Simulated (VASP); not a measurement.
Write the native input for VASP 6.6.1 that does the following.

```
Task                   : single point
Functional             : r2SCAN
Potentials or basis    : VASP PAW PBE potentials, release 64 (Ca_sv, S, Ba_sv)
Cutoff                 : 520 eV
k mesh                 : 4 × 4 × 2
Occupations            : gaussian, width 0.01 eV
Spin                   : no spin polarisation
Dipole correction      : no
Further INCAR settings : ALGO = Normal; EDIFF = 1e-06; NBANDS = 24
```

Crystal: BaCaS2.

```
Ca S Ba
1.0
     4.33376    0.00000    0.00000
     0.00000    4.33376    0.00000
     0.00000    0.00000    6.11864
Ca S Ba
1 2 1
Cartesian
  0.0000 0.0000 0.0000
  0.0000 0.0000 3.0593
  2.1669 2.1669 0.0000
  2.1669 2.1669 3.0593
```

One way to write it, as run:

POSCAR

```
BaCaS2
1.0
    4.3337647119      0.0000000000      0.0000000000
    0.0000000000      4.3337647119      0.0000000000
    0.0000000000      0.0000000000      6.1186358593
Ca S Ba
1 2 1
Direct
    0.0000000000      0.0000000000      0.0000000000
    0.0000000000      0.0000000000      0.5000000000
    0.5000000000      0.5000000000      0.0000000000
    0.5000000000      0.5000000000      0.5000000000
```

INCAR.step1

```
  PREC = Accurate
  ENCUT = 520
  ISMEAR = 0
  SIGMA = 0.01
  LREAL = False
  LASPH = True
  NELM = 80
  NBANDS = 24
  GGA = PE
  ALGO = Normal
  EDIFF = 1E-4
  LWAVE = True
  LCHARG = False
```

INCAR.step2

```
  PREC = Accurate
  ENCUT = 520
  EDIFF = 1E-6
  ISMEAR = 0
  SIGMA = 0.01
  LREAL = False
  LASPH = True
  NELM = 80
  ALGO = Normal
  ISIF = 2
  LWAVE = False
  LCHARG = False
  METAGGA = R2SCAN
  LMIXTAU = True
  NBANDS = 24
  ISTART = 1
```

KPOINTS

```
Automatic mesh
0
Gamma
  4 4 2
```

Potentials or basis: VASP PAW PBE potentials, release 64 (Ca_sv, S, Ba_sv).

Run with:

```sh
$ cat potpaw_PBE.64/Ca_sv/POTCAR potpaw_PBE.64/S/POTCAR potpaw_PBE.64/Ba_sv/POTCAR > POTCAR
$ cp INCAR.step1 INCAR
$ mpirun -np 1 vasp_std > vasp.out
$ cp INCAR.step2 INCAR
$ mpirun -np 1 vasp_std > vasp.out
```

Results of the run:

```yaml
Pressure: 0.8 GPa
Band_gap_on_the_k_mesh: 2.53 eV, direct
```

Caveat: the k points lie up to 0.51 Å⁻¹ apart; the PAW data sets were made with another functional, which shifts forces and pressure a little; spin-orbit coupling is left out, which moves the levels of the heavy elements.

Run time: 56 s on 1 thread of Intel(R) Xeon(R) Platinum 8488C (Sapphire Rapids), with other jobs on the host, peak memory 0.24 GiB.
